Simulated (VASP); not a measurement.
# BiTe (Fm-3m) in VASP: a series of runs

The runs below take BiTe through single point, with PBEsol.

Everything below comes from runs of VASP 6.6.1. Logs are shortened: lines on timing, memory, paths and dates and some standing lists are left out, and cuts for length are marked.

### 1 The cell of the first run

Symmetry: Fm-3m, No. 225, cubic system. Conventional cell: a = 6.338 Å, b = 6.338 Å, c = 6.338 Å, α = 90.00°, β = 90.00°, γ = 90.00°. Within 4.2 Å of Bi (site symmetry m-3m) lie 6 Te at 3.17 Å. Within 4.2 Å of Te (site symmetry m-3m) lie 6 Bi at 3.17 Å.

### 2 Single point, PBEsol

Input file INCAR:

```
SYSTEM = BiTe
ALGO     = Normal         ! electronic algorithm
EDIFF    = 1E-6           ! SCF threshold, eV
ENCUT    = 520            ! plane-wave cutoff, eV
GGA      = PS             ! functional
ISIF     = 2              ! what is computed and relaxed
ISMEAR   = -1             ! smearing method
LASPH    = .TRUE.         ! aspherical terms in the spheres
LCHARG   = .FALSE.        ! write CHGCAR
LREAL    = .FALSE.        ! projectors in reciprocal space
LWAVE    = .FALSE.        ! write WAVECAR
NBANDS   = 18             ! bands
NELM     = 60             ! most SCF steps
PREC     = Accurate       ! precision mode
SIGMA    = 0.1            ! smearing width, eV
```

Input file KPOINTS:

```
k-points
0
G
  6 6 6
  0 0 0
```

Input file POSCAR:

```
BiTe
1.0
    0.0000000000      3.1689610617      3.1689610617
    3.1689610617      0.0000000000      3.1689610617
    3.1689610617      3.1689610617      0.0000000000
Bi Te
1 1
Direct
    0.0000000000      0.0000000000      0.0000000000
    0.5000000000      0.5000000000      0.5000000000
```

Potentials or basis: VASP PAW PBE potentials, release 64 (Bi_d, Te).

Command:

```
$ cat potpaw_PBE.64/Bi_d/POTCAR potpaw_PBE.64/Te/POTCAR > POTCAR
$ mpirun -np 1 vasp_std > vasp.out
```

OUTCAR:

```text
SYSTEM = BiTe
   EDIFF = 1E-6
   ENCUT = 520
   GGA = PS
   ISIF = 2
   ISMEAR = -1
   LASPH = .TRUE.
   LREAL = .FALSE.
   NELM = 60
   PREC = Accurate

 ion  position               nearest neighbor table
   1  0.000  0.000  0.000-   2 3.17   2 3.17   2 3.17   2 3.17   2 3.17   2 3.17
   2  0.500  0.500  0.500-   1 3.17   1 3.17   1 3.17   1 3.17   1 3.17   1 3.17

  LATTYP: Found a face centered cubic cell.
 ALAT       =     6.3379221234

  Lattice vectors:

 A1 = (   0.0000000000,   3.1689610617,   3.1689610617)
 A2 = (   3.1689610617,   0.0000000000,   3.1689610617)
 A3 = (   3.1689610617,   3.1689610617,   0.0000000000)

Analysis of symmetry for initial positions (statically):
=====================================================================
 Subroutine PRICEL returns:
 Original cell was already a primitive cell.

 Routine SETGRP: Setting up the symmetry group for a
 face centered cubic supercell.

 Subroutine GETGRP returns: Found 48 space group operations
 (whereof 48 operations were pure point group operations)
 out of a pool of 48 trial point group operations.

The static configuration has the point symmetry O_h .

Analysis of symmetry for dynamics (positions and initial velocities):
=====================================================================
 Subroutine PRICEL returns:
 Original cell was already a primitive cell.

 Routine SETGRP: Setting up the symmetry group for a
 face centered cubic supercell.

 Subroutine GETGRP returns: Found 48 space group operations
 (whereof 48 operations were pure point group operations)
 out of a pool of 48 trial point group operations.

The dynamic configuration has the point symmetry O_h .

 Subroutine INISYM returns: Found 48 space group operations
 (whereof 48 operations are pure point group operations),
 and found     1 'primitive' translations

----------------------------------------------------------------------------------------

                                     Primitive cell

  volume of cell :      63.6474

  direct lattice vectors                    reciprocal lattice vectors
     0.000000000  3.168961062  3.168961062    -0.157780418  0.157780418  0.157780418
     3.168961062  0.000000000  3.168961062     0.157780418 -0.157780418  0.157780418
     3.168961062  3.168961062  0.000000000     0.157780418  0.157780418 -0.157780418

  length of vectors
     4.481587712  4.481587712  4.481587712     0.273283700  0.273283700  0.273283700

  position of ions in fractional coordinates (direct lattice)
     0.000000000  0.000000000  0.000000000
     0.500000000  0.500000000  0.500000000

  ion indices of the primitive-cell ions
   primitive index   ion index
                 1           1
                 2           2

----------------------------------------------------------------------------------------

 KPOINTS: k-points

Automatic generation of k-mesh.
 Grid dimensions read from file:
 generate k-points for:    6    6    6

 Generating k-lattice:

  Cartesian coordinates                     Fractional coordinates (reciprocal lattice)
    -0.026296736  0.026296736  0.026296736     0.166666667  0.000000000  0.000000000
     0.026296736 -0.026296736  0.026296736     0.000000000  0.166666667  0.000000000
     0.026296736  0.026296736 -0.026296736     0.000000000  0.000000000  0.166666667

  Length of vectors
     0.045547283  0.045547283  0.045547283

  Shift w.r.t. Gamma in fractional coordinates (k-lattice)
     0.000000000  0.000000000  0.000000000

 Subroutine IBZKPT returns following result:
 ===========================================

 Found     16 irreducible k-points:

 Following reciprocal coordinates:
            Coordinates               Weight
  0.000000  0.000000  0.000000      1.000000
  0.166667  0.000000  0.000000      8.000000
  0.333333  0.000000  0.000000      8.000000
  0.500000  0.000000  0.000000      4.000000
  0.166667  0.166667  0.000000      6.000000
  0.333333  0.166667  0.000000     24.000000
[... 8 lines left out ...]
 -0.333333  0.333333  0.166667     24.000000
 -0.333333  0.500000  0.166667     12.000000
   k-points           NKPTS =     16   k-points in BZ     NKDIM =     16   number of bands    NBANDS=     18
   number of dos      NEDOS =    301   number of ions     NIONS =      2
   total plane-waves  NPLWV =  46656
   dimension x,y,z NGX =    36 NGY =   36 NGZ =   36
   dimension x,y,z NGXF=    72 NGYF=   72 NGZF=   72
   ions per type =               1   1
   NGX,Y,Z   is equivalent  to a cutoff of  13.35, 13.35, 13.35 a.u.
   NGXF,Y,Z  is equivalent  to a cutoff of  26.71, 26.71, 26.71 a.u.
 SYSTEM =  BiTe
   PREC   = accura    normal or accurate (medium, high low for compatibility)
   ISTART =      0    job   : 0-new  1-cont  2-samecut
   ICHARG =      2    charge: 1-file 2-atom 10-const
   ISPIN  =      1    spin polarized calculation?
   LNONCOLLINEAR =      F non collinear calculations
   LSORBIT =      F    spin-orbit coupling
   LASPH  =      T    aspherical Exc in radial PAW
   ENCUT  =  520.0 eV  38.22 Ry    6.18 a.u.   8.33  8.33  8.33*2*pi/ulx,y,z
   NELM   =     60;   NELMIN=  2; NELMDL= -5     # of ELM steps
   EDIFF  = 0.1E-05   stopping-criterion for ELM
   LREAL  =      F    real-space projection
   EDIFFG = 0.1E-04   stopping-criterion for IOM
   NSW    =      0    number of steps for IOM
   IBRION =     -1    ionic relax: 0-MD 1-quasi-New 2-CG
   NFREE  =      0    steps in history (QN), initial steepest desc. (CG)
   ISIF   =      2    stress and relaxation
   ISYM   =      2    0-nonsym 1-usesym 2-fastsym
   POTIM  = 0.5000    time-step for ionic-motion
   TEBEG  =    0.0;   TEEND  =   0.0 temperature during run
   PSTRESS=    0.0 pullay stress
   NELECT =      21.0000    total number of electrons
   NUPDOWN=      -1.0000    fix difference up-down
   EMIN   =  10.00;   EMAX   =-10.00  energy-range for DOS
   EFERMI =   0.00;   METHOD = LEGACY
   ISMEAR =    -1;   SIGMA  =   0.10  broadening in eV -4-tet -1-fermi 0-gaus
   EFERMI_NEDOS =   21; number of points for ismear=-14 and -15
   IALGO  =     38    algorithm
   IMIX   =      4    mixing-type and parameters
     AMIX     =   0.40;   BMIX     =  1.00
     AMIX_MAG =   1.60;   BMIX_MAG =  1.00
  volume/ion in A,a.u.               =      31.82       214.76
[... 48 lines left out ...]
      2     -15.8248      2.00000
      3     -15.8144      2.00000
      4     -15.8130      2.00000
      5     -15.8130      2.00000
      6      -6.4508      2.00000
[... 10 lines left out ...]
     17      15.0840      0.00000
     18      15.3563      0.00000

 k-point     3 :       0.3333    0.0000    0.0000
  band No.  band energies     occupation
      1     -15.8280      2.00000
      2     -15.8280      2.00000
      3     -15.8133      2.00000
      4     -15.8084      2.00000
      5     -15.8084      2.00000
      6      -5.6649      2.00000
[... 10 lines left out ...]
     17      17.0393      0.00000
     18      18.0355      0.00000

 k-point     4 :       0.5000    0.0000    0.0000
  band No.  band energies     occupation
      1     -15.8298      2.00000
      2     -15.8298      2.00000
      3     -15.8128      2.00000
      4     -15.8059      2.00000
      5     -15.8059      2.00000
      6      -4.5858      2.00000
[... 10 lines left out ...]
     17      15.4992      0.00000
     18      16.5733      0.00000

 k-point     5 :       0.1667    0.1667    0.0000
  band No.  band energies     occupation
      1     -15.8281      2.00000
      2     -15.8220      2.00000
      3     -15.8162      2.00000
      4     -15.8116      2.00000
      5     -15.8116      2.00000
      6      -6.3663      2.00000
[... 10 lines left out ...]
     17      14.0304      0.00000
     18      14.2730      0.00000

 k-point     6 :       0.3333    0.1667    0.0000
  band No.  band energies     occupation
      1     -15.8320      2.00000
      2     -15.8230      2.00000
      3     -15.8156      2.00000
      4     -15.8085      2.00000
      5     -15.8073      2.00000
      6      -5.7729      2.00000
[... 10 lines left out ...]
     17      15.6878      0.00000
     18      15.9324      0.00000

 k-point     7 :       0.5000    0.1667    0.0000
  band No.  band energies     occupation
      1     -15.8329      2.00000
      2     -15.8264      2.00000
      3     -15.8125      2.00000
      4     -15.8072      2.00000
      5     -15.8050      2.00000
      6      -4.7573      2.00000
[... 10 lines left out ...]
     17      16.1289      0.00000
     18      16.9487      0.00000

 k-point     8 :      -0.3333    0.1667    0.0000
  band No.  band energies     occupation
      1     -15.8298      2.00000
      2     -15.8283      2.00000
      3     -15.8116      2.00000
      4     -15.8074      2.00000
      5     -15.8073      2.00000
      6      -5.1033      2.00000
[... 10 lines left out ...]
     17      16.4141      0.00000
     18      16.8466      0.00000

 k-point     9 :      -0.1667    0.1667    0.0000
  band No.  band energies     occupation
      1     -15.8275      2.00000
      2     -15.8257      2.00000
      3     -15.8137      2.00000
      4     -15.8114      2.00000
      5     -15.8092      2.00000
      6      -6.0147      2.00000
[... 10 lines left out ...]
     17      14.4717      0.00000
     18      17.2275      0.00000

 k-point    10 :       0.3333    0.3333    0.0000
  band No.  band energies     occupation
      1     -15.8383      2.00000
      2     -15.8189      2.00000
      3     -15.8187      2.00000
      4     -15.8045      2.00000
      5     -15.8045      2.00000
      6      -5.4380      2.00000
[... 10 lines left out ...]
     17      16.0200      0.00000
     18      16.0200      0.00000

 k-point    11 :       0.5000    0.3333    0.0000
  band No.  band energies     occupation
      1     -15.8400      2.00000
      2     -15.8201      2.00000
      3     -15.8172      2.00000
      4     -15.8034      2.00000
      5     -15.8025      2.00000
      6      -4.7875      2.00000
[... 10 lines left out ...]
     17      17.0513      0.00000
     18      17.2801      0.00000

 k-point    12 :      -0.3333    0.3333    0.0000
  band No.  band energies     occupation
      1     -15.8356      2.00000
      2     -15.8244      2.00000
      3     -15.8120      2.00000
      4     -15.8067      2.00000
      5     -15.8043      2.00000
      6      -4.2820      2.00000
[... 10 lines left out ...]
     17      16.4376      0.00000
     18      19.4212      0.00000

 k-point    13 :       0.5000    0.5000    0.0000
  band No.  band energies     occupation
      1     -15.8440      2.00000
      2     -15.8199      2.00000
      3     -15.8173      2.00000
      4     -15.8009      2.00000
      5     -15.8009      2.00000
      6      -4.7506      2.00000
[... 10 lines left out ...]
     17      17.0031      0.00000
     18      17.7933      0.00000

 k-point    14 :       0.5000    0.3333    0.1667
  band No.  band energies     occupation
      1     -15.8349      2.00000
      2     -15.8234      2.00000
      3     -15.8145      2.00000
      4     -15.8065      2.00000
      5     -15.8047      2.00000
      6      -5.0917      2.00000
[... 10 lines left out ...]
     17      15.6632      0.00000
     18      17.1832      0.00000

 k-point    15 :      -0.3333    0.3333    0.1667
  band No.  band energies     occupation
      1     -15.8353      2.00000
      2     -15.8248      2.00000
      3     -15.8107      2.00000
      4     -15.8095      2.00000
      5     -15.8028      2.00000
      6      -4.2749      2.00000
[... 10 lines left out ...]
     17      16.6399      0.00000
     18      18.0470      0.00000

 k-point    16 :      -0.3333    0.5000    0.1667
  band No.  band energies     occupation
      1     -15.8394      2.00000
      2     -15.8214      2.00000
      3     -15.8153      2.00000
      4     -15.8058      2.00000
      5     -15.8009      2.00000
      6      -4.4183      2.00000
[... 10 lines left out ...]
     17      17.6684      0.00000
     18      17.7207      0.00000

------------------------ aborting loop because EDIFF is reached ----------------------------------------

  FORCE on cell =-STRESS in cart. coord.  units (eV):
  Direction    XX          YY          ZZ          XY          YZ          ZX
  --------------------------------------------------------------------------------------
  -------------------------------------------------------------------------------------
  Total        0.6656810      0.6656810      0.6656810      0.0000000      0.0000000     -0.0000000
  in kB       16.7569914     16.7569914     16.7569914      0.0000000      0.0000000     -0.0000000
  external PRESSURE =      16.7569914 kB  Pullay stress =       0.0000000 kB

 VOLUME and BASIS-vectors are now :
 -----------------------------------------------------------------------------
  energy-cutoff  :      520.00
  volume of cell :       63.65
      direct lattice vectors                 reciprocal lattice vectors
     0.000000000  3.168961062  3.168961062    -0.157780418  0.157780418  0.157780418
     3.168961062  0.000000000  3.168961062     0.157780418 -0.157780418  0.157780418
     3.168961062  3.168961062  0.000000000     0.157780418  0.157780418 -0.157780418

 POSITION                                       TOTAL-FORCE (eV/Angst)
 -----------------------------------------------------------------------------------
      0.00000      0.00000      0.00000         0.000000      0.000000      0.000000
      3.16896      3.16896      3.16896        -0.000000     -0.000000      0.000000
 -----------------------------------------------------------------------------------
    total drift:                               -0.000000      0.000000      0.000000

  FREE ENERGIE OF THE ION-ELECTRON SYSTEM (eV)
  ---------------------------------------------------
  free  energy   TOTEN  =        -7.9970310713 eV

  energy  without entropy=       -7.9426129811  energy(sigma->0) =       -7.96982203
```

Wall time 50 s (1 thread of AMD EPYC 7R13, shared host); peak memory 0.17 GiB.

What came out:

```yaml
Free_energy: -7.9970 eV
Pressure: 1.7 GPa
```

Caveat: the PAW data sets were made with another functional, which shifts forces and pressure a little; spin-orbit coupling is left out, which moves the levels of the heavy elements.

### 3 Single point, PBEsol

This run uses another cell than the first one, of 32.50 Å³/atom, 1.021 times its volume.

Input file INCAR:

```
ALGO     = Normal         # electronic algorithm
EDIFF    = 1E-7           # SCF threshold, eV
ENCUT    = 520            # plane-wave cutoff, eV
GGA      = PS             # functional
ISIF     = 2              # what is computed and relaxed
ISMEAR   = -1             # smearing method
LASPH    = T              # aspherical terms in the spheres
LCHARG   = T              # write CHGCAR
LELF     = T              # ELF
LREAL    = F              # projectors in reciprocal space
LVHAR    = T            
LWAVE    = F              # write WAVECAR
NBANDS   = 18             # bands
NELM     = 80             # most SCF steps
PREC     = Accurate       # precision mode
SIGMA    = 0.1            # smearing width, eV
```

Input file KPOINTS:

```
k-points
0
Gamma
  6 6 6
```

Input file POSCAR:

```
BiTe
1.0
    0.0000000000      3.1912784242      3.1912784242
    3.1912784242      0.0000000000      3.1912784242
    3.1912784242      3.1912784242      0.0000000000
Bi Te
1 1
Direct
    0.0000000000      0.0000000000      0.0000000000
    0.5000000000      0.5000000000      0.5000000000
```

Potentials or basis: VASP PAW PBE potentials, release 64 (Bi_d, Te).

Command:

```
$ cat potpaw_PBE.64/Bi_d/POTCAR potpaw_PBE.64/Te/POTCAR > POTCAR
$ mpirun -np 1 vasp_std > vasp.out
```

Wall time 71 s (1 thread of AMD EPYC 7R13, shared host); peak memory 0.17 GiB.

It converged, with:

```yaml
Free_energy: -8.0063 eV
Pressure: 0.5 GPa
```

Levels at points of the mesh, in eV from the Fermi level:
| k point | band 7 | band 8 | band 9 | band 10 | band 11 | band 12 | band 13 | band 14 |
| --- | --- | --- | --- | --- | --- | --- | --- | --- |
| (0.00, 0.00, 0.00) | -7.91 | -2.57 | -2.57 | -2.57 | 2.31 | 2.31 | 2.31 | 4.64 |
| (0.50, 0.00, 0.00) | -11.34 | -1.91 | -1.91 | -1.52 | -0.81 | -0.62 | -0.62 | 7.40 |
| (0.50, 0.50, 0.00) | -9.90 | -5.89 | -4.14 | -4.14 | 2.09 | 3.86 | 3.86 | 5.33 |

Caveat: the PAW data sets were made with another functional, which shifts forces and pressure a little; spin-orbit coupling is left out, which moves the levels of the heavy elements.

### 4 Single point, PBEsol

This run uses another cell than the first one, of 33.18 Å³/atom, 1.043 times its volume.

Input file INCAR:

```
PREC = Accurate ; ENCUT = 520
EDIFF = 1E-6 ; ISMEAR = -1
SIGMA = 0.1 ; LREAL = F
LASPH = T ; NELM = 60
ALGO = Normal ; ISIF = 2
LWAVE = F ; LCHARG = F
GGA = PS ; NBANDS = 18
```

Input file KPOINTS:

```
Automatic mesh
0
Gamma
  6 6 6
```

Input file POSCAR:

```
BiTe
1.0
    0.0000000000      3.2132879364      3.2132879364
    3.2132879364      0.0000000000      3.2132879364
    3.2132879364      3.2132879364      0.0000000000
Bi Te
1 1
Direct
    0.0000000000      0.0000000000      0.0000000000
    0.5000000000      0.5000000000      0.5000000000
```

Command:

```
$ cat potpaw_PBE.64/Bi_d/POTCAR potpaw_PBE.64/Te/POTCAR > POTCAR
$ mpirun -np 1 vasp_std > vasp.out
```

It took 59 s on 1 thread of AMD EPYC 7R13, shared host; peak memory 0.17 GiB.

The run converged. Its results:

```yaml
Free_energy: -8.0058 eV
Pressure: -0.6 GPa
```

Levels at points of the mesh, in eV from the Fermi level:
| k point | band 8 | band 9 | band 10 | band 11 | band 12 | band 13 |
| --- | --- | --- | --- | --- | --- | --- |
| (0.00, 0.00, 0.00) | -2.52 | -2.52 | -2.52 | 2.26 | 2.26 | 2.26 |
| (0.50, 0.00, 0.00) | -1.88 | -1.88 | -1.53 | -0.80 | -0.60 | -0.60 |
| (0.50, 0.50, 0.00) | -5.75 | -4.04 | -4.04 | 2.17 | 3.75 | 3.75 |

Caveat: the PAW data sets were made with another functional, which shifts forces and pressure a little; spin-orbit coupling is left out, which moves the levels of the heavy elements.

### 5 Overview

| cell | gap on the mesh (eV) | pressure (GPa) |
| --- | --- | --- |
| a = 4.482 Å, angles 60.0°, 2 atoms | none | 1.7 |
| a = 4.513 Å, angles 60.0°, 2 atoms | none | 0.5 |
| a = 4.544 Å, angles 60.0°, 2 atoms | none | -0.6 |

Alike in all rows: task single point; level PBEsol; potentials or basis VASP PAW PBE potentials, release 64 (Bi_d, Te); no spin polarisation; k mesh 6 × 6 × 6; cutoff (eV) 520; smearing fermi-dirac 0.1 eV.

Caveats: the PAW data sets were made with another functional, which shifts forces and pressure a little; spin-orbit coupling is left out, which moves the levels of the heavy elements.

Total energies depend on the potentials used, so only differences within one code and one set of settings carry meaning.
